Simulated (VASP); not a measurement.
The system is Sn2Sb2Te.

```xyz
5
Lattice="0.0000 6.9809 3.0896 3.0897 0.0000 3.0896 3.0897 6.9809 0.0000" Properties=species:S:1:pos:R:3 pbc="T T T"
Sn    3.0897    9.1301    3.0835
Sn    3.0897    4.8317    3.0835
Sb    1.5449    3.4905    1.5336
Sb    4.6346   10.4714    4.6232
Te    3.0897    6.9809    6.1520
```

The cell was generated, and may not be a known phase.

```yaml
Program: VASP 6.6.1
Task: relaxation of cell and atoms
Functional: PBE
Potentials_or_basis: VASP PAW PBE potentials, release 64 (Sn_d, Sb, Te)
Cutoff: 600 eV
k_mesh: 4 × 4 × 4
Occupations: gaussian, width 0.1 eV
Spin: no spin polarisation
```

At the start: pressure 32.8 GPa; volume 26.66 Å³/atom.

**Question.** Where does the relaxation end?

**Answer.** Over 26 steps the energy falls by 1478.2 meV/atom and the volume is 30.60 Å³/atom (+14.8 %); space group I4/mmm (No. 139, to 0.1 Å) before, Fmm2 (No. 42, to 0.1 Å).

Step by step:
```
step  energy change (eV)  largest force (eV/Å)  pressure (GPa)  volume (Å³)
   1              0.0000                8.1040           32.76       133.28
   2             -3.1547                0.6127           -5.91       267.72
   3             -5.4571                1.1309           -1.76       191.71
   4             -5.4648                1.2276           -1.41       189.69
   5             -5.4664                1.3377           -1.00       187.46
   6             -5.6720                1.3777           -0.96       182.83
   7             -6.2475                1.1924           -0.62       169.30
   8             -7.1170                0.2671            3.39       143.83
   9             -7.2331                0.3096            2.67       145.12
  10             -7.2567                0.6055            2.38       145.93
  11             -7.2588                0.6670            2.27       146.19
  12             -7.3331                0.4048            0.97       149.66
  13             -7.3694                0.2053           -0.36       153.90
  14             -7.3707                0.1736           -0.63       154.85
  15             -7.3815                0.0980           -0.30       153.82
  16             -7.3878                0.0141            0.16       152.46
  17             -7.3879                0.0224            0.26       152.22
  18             -7.3892                0.0361            0.09       152.75
  19             -7.3895                0.0464           -0.02       153.15
  20             -7.3895                0.0472           -0.04       153.18
  21             -7.3897                0.0461           -0.02       153.12
  22             -7.3902                0.0464            0.03       152.92
  23             -7.3903                0.0447            0.15       152.54
  24             -7.3904                0.0468            0.10       152.72
  25             -7.3906                0.0404            0.07       152.80
  26             -7.3909                0.0248           -0.02       153.02
```

Final structure:
```xyz
5
Lattice="0.0000 8.3356 3.0304 3.0289 0.0000 3.0304 3.0289 8.3356 0.0000" Properties=species:S:1:pos:R:3 pbc="T T T"
Sn    3.0289    9.9217    3.0387
Sn    3.0289    6.7494    3.0387
Sb    1.5145    4.1678    1.4992
Sb    4.5434   12.5033    4.5296
Te    3.0289    8.3356    6.0158
```

Caveat: the k points lie up to 0.38 Å⁻¹ apart in the final cell, too coarse for converged energies and pressures of a metal; a cell axis changed by over 15 % at a fixed basis, so the end point is rough.
